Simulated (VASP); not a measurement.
Fe, 1 atom in the cell. Symmetry: Fm-3m, No. 225, cubic system. Conventional cell: a = 3.543 Å, b = 3.543 Å, c = 3.543 Å, α = 90.00°, β = 90.00°, γ = 90.00°. Fe (site symmetry m-3m) has 12 Fe at 2.51 Å within 3.3 Å.  This cell differs from its parent crystal: volume scaled by 1.04.

| Item | Value |
| --- | --- |
| Program | VASP 6.6.1 |
| Task | single point |
| Functional | BLYP |
| Potentials or basis | VASP PAW PBE potentials, release 64 (Fe) |
| Cutoff | 520 eV |
| k mesh | 17 × 17 × 17 |
| Occupations | fermi-dirac, width 0.1 eV |
| Spin | no spin polarisation |
| Dipole correction | no |
| Further INCAR settings | ALGO = Normal; EDIFF = 1e-06; NBANDS = 10 |

Potentials or basis: VASP PAW PBE potentials, release 64 (Fe).

Run with:

```bash
$ cat potpaw_PBE.64/Fe/POTCAR > POTCAR
$ mpirun -np 1 vasp_std > vasp.out
```

Hardware: 1 thread of AMD EPYC 7R43 64-Core Processor (Zen 3), with other jobs on the host.

Task: How long does it take, and how much memory?

Result: Run time: 27 s on 1 thread of AMD EPYC 7R43 64-Core Processor (Zen 3), with other jobs on the host, peak memory 0.1 GiB. Counts: scf iterations 11, k points 165.
